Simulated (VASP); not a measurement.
A run of VASP 6.6.1 is set up as follows.

INCAR

```
  PREC = Accurate
  ENCUT = 600
  EDIFF = 1E-7
  ISMEAR = -1
  SIGMA = 0.05
  LREAL = False
  LASPH = True
  NELM = 80
  ALGO = Normal
  ISIF = 3
  LWAVE = False
  LCHARG = False
  GGA = PE
  IBRION = 2
  NSW = 60
  EDIFFG = -0.005
```

Contents of KPOINTS:

```
regular mesh
0
Gamma
  19 19 19
```

Contents of POSCAR:

```
Rh
1.0
   -1.5200998318      1.5200998318      1.5200998318
    1.5200998318     -1.5200998318      1.5200998318
    1.5200998318      1.5200998318     -1.5200998318
Rh
1
Direct
    0.0000000000      0.0000000000      0.0000000000
```

Potentials or basis: VASP PAW PBE potentials, release 64 (Rh_pv).

The run is started by

```bash
$ cat potpaw_PBE.64/Rh_pv/POTCAR > POTCAR
$ mpirun -np 1 vasp_std > vasp.out
```

(1) Predict the band gap on the k mesh.

(2) Predict the space group after relaxing (to 0.1 Å).

(3) What does it give for the relaxed volume?

## Answers

(1) zero (an odd number of electrons rules out a gap without spin polarisation).

(2) Im-3m (No. 229).

(3) 14.47 Å³/atom.
